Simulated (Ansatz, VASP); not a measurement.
# One calculation of AgCl, two programs

INCAR

```
ALGO = Normal ; EDIFF = 1E-6
ENCUT = 520 ; GGA = PS
ISIF = 2 ; ISMEAR = 0
LASPH = True ; LCHARG = False
LREAL = False ; LWAVE = False
NBANDS = 26 ; NELM = 100
PREC = Accurate ; SIGMA = 0.05
```

Contents of KPOINTS:

```
k-points
0
Gamma
  10 10 6
```

Contents of POSCAR:

```
AgCl
1.0
    3.3311591989      0.0000000000      0.0000000000
    0.0000000000      3.3311591989      0.0000000000
    0.0000000000      0.0000000000      6.6623183978
Ag Cl
2 2
Direct
   -0.1116728375      0.0000000000      0.0000000000
    0.1116728375      0.0000000000      0.5000000000
    0.3809123262      0.5000000000      0.2500000000
    0.6190876738      0.5000000000      0.7500000000
```

Input for Ansatz:

```yaml
crystal:
  lattice:
    - [3.3311591989, 0.0, 0.0]
    - [0.0, 3.3311591989, 0.0]
    - [0.0, 0.0, 6.6623183978]
  atoms:
    - { symbol: Ag, position: [-0.1116728375, 0.0, 0.0] }
    - { symbol: Ag, position: [0.1116728375, 0.0, 0.5] }
    - { symbol: Cl, position: [0.3809123262, 0.5, 0.25] }
    - { symbol: Cl, position: [0.6190876738, 0.5, 0.75] }
basis:
  ecutwfc: 420
kpoints:
  mp_grid: { grid: [10, 10, 6] }
hamiltonian:
  xc: pbesol
scf:
  occupations: { method: gaussian, width: 0.05 }
output:
  forces: true
  stress: true
  eigenvalues: true
```

Change from the starting cell: mode 1 frozen in at -0.397 Å and mode 6 at -0.372 Å (largest displacements).

Alike in both runs: task single point; functional PBEsol; k mesh 10 × 10 × 6; occupations gaussian, width 0.05 eV; no spin polarisation.

```csv
,VASP,Ansatz
version,VASP 6.6.1,Ansatz 0.2.0
potentials or method,"VASP PAW PBE potentials, release 64 (Ag, Cl), cutoff 520 eV","scalar-relativistic, plane waves, PAW"
valence electrons in the cell,36,52
```

Ansatz gave:

```
gap on the k mesh at the Fermi level (eV)                     : 0.49
least direct gap on the mesh (eV)                             : 0.49
pressure (GPa)                                                : 4.2
traceless stress, the component that is largest in VASP (GPa) : 1.60
rms of the force components (eV/Å)                            : 0.370
```

**Question.** Which values does VASP return?

**Answer.** gap on the k mesh at the Fermi level (eV): 0.49; least direct gap on the mesh (eV): 0.49; pressure (GPa): 4.1; traceless stress, the component that is largest in VASP (GPa): 1.59; rms of the force components (eV/Å): 0.369.

VASP's potentials were made for PBE, not for PBEsol. Atom by atom the forces differ by 0.002 eV/Å (rms over components). VASP's potentials hold 36 valence electrons a cell and Ansatz's 52, so a difference there can come from the potentials and not from the codes.
